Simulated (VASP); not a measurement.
The system is Nb.

```xyz
2
Lattice="3.3300 0.0000 0.0000 0.0000 3.3300 0.0000 0.0000 0.0000 3.3300" Properties=species:S:1:pos:R:3 pbc="T T T"
Nb    0.0000    0.0000    0.0000
Nb    1.6650    1.6650    1.6650
```

- Program: VASP 6.6.1
- Task: relaxation of cell and atoms
- Functional: PBEsol
- Potentials or basis: VASP PAW PBE potentials, release 64 (Nb_sv)
- Cutoff: 600 eV
- k mesh: 5 × 5 × 5
- Occupations: methfessel-paxton, width 0.05 eV
- Spin: no spin polarisation

At the start: pressure -11.8 GPa; volume 18.46 Å³/atom.

**Question.** Where does the relaxation end?

**Answer.** Over 4 steps the energy falls by 47.3 meV/atom and the volume is 17.25 Å³/atom (-6.6 %); space group Im-3m (No. 229, to 0.1 Å) before and after.

Step by step:
```csv
step,energy change (eV),largest force (eV/Å),pressure (GPa),volume (Å³)
1,0.0000,0.0000,-11.81,36.93
2,0.3306,0.0000,35.07,30.12
3,-0.0945,0.0000,-0.58,34.59
4,-0.0947,0.0000,-0.09,34.50
```

Final structure:
```
Nb
1.0
     3.25536    0.00000    0.00000
     0.00000    3.25536    0.00000
     0.00000    0.00000    3.25536
Nb
2
Direct
  0.00000 0.00000 0.00000
  0.50000 0.50000 0.50000
```

Caveat: the k points lie up to 0.39 Å⁻¹ apart in the final cell, too coarse for converged energies and pressures of a metal; the PAW data sets were made with another functional, which shifts forces and pressure a little.
